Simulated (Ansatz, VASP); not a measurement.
## Bi in VASP and in Ansatz

```
CELL_PARAMETERS angstrom
4.02834 0.00000 0.00000
0.00000 42.02462 0.00000
0.00000 0.00000 5.80442
ATOMIC_POSITIONS crystal
Bi 0.00000 0.96664 0.57467
Bi 0.00000 0.03336 0.42533
Bi 0.50000 0.03336 0.07467
Bi 0.50000 0.96664 0.92533
```

Alike in both runs: task single point; functional PBEsol; k mesh 10 × 1 × 6; occupations gaussian, width 0.02 eV; no spin polarisation.

|  | VASP | Ansatz |
| --- | --- | --- |
| version | VASP 6.6.1 | Ansatz 0.2.0 |
| potentials or method | VASP PAW PBE potentials, release 64 (Bi_d), cutoff 520 eV | scalar-relativistic, plane waves, PAW |
| valence electrons in the cell | 60 | 60 |

```csv
,VASP,Ansatz,Ansatz less VASP
gap on the k mesh at the Fermi level (eV),0.57,0.57,-0.003
least direct gap on the mesh (eV),0.57,0.57,-0.003
rms of the force components (eV/Å),0.725,0.719,-0.0056
```

VASP's potentials were made for PBE, not for PBEsol. Atom by atom the forces differ by 0.006 eV/Å (rms over components).

Neither program's run includes spin-orbit coupling.
